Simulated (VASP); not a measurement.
Runs of VASP 6.6.1 on Sn3Se. The structure is that of space group Pm-3m (No. 221), or close to it. The cells are those of the table. 

```csv
cell,gap on the mesh (eV),pressure (GPa)
"a = 4.710 Å, 4 atoms",none,(b)
"a = 4.804 Å, 4 atoms",none,(a)
"a = 4.661 Å, 4 atoms",none,2.8
"a = 4.850 Å, 4 atoms",none,-3.1
"a = 4.758 Å, 4 atoms",none,-0.6
```

Alike in all rows: task single point; level r2SCAN; potentials or basis VASP PAW PBE potentials, release 64 (Sn_d, Se); no spin polarisation; k mesh 5 × 5 × 5; cutoff (eV) 520; smearing methfessel-paxton 0.15 eV.

Q: Estimate the missing entries.

A: (a) -2.0; (b) 1.0.

Caveats: the PAW data sets were made with another functional, which shifts forces and pressure a little; spin-orbit coupling is left out, which moves the levels of the heavy elements.

A k mesh can miss the band edges, and the runs leave out spin-orbit coupling on Se, Sn.

A gap of «none» marks levels without a gap at the run's occupations.
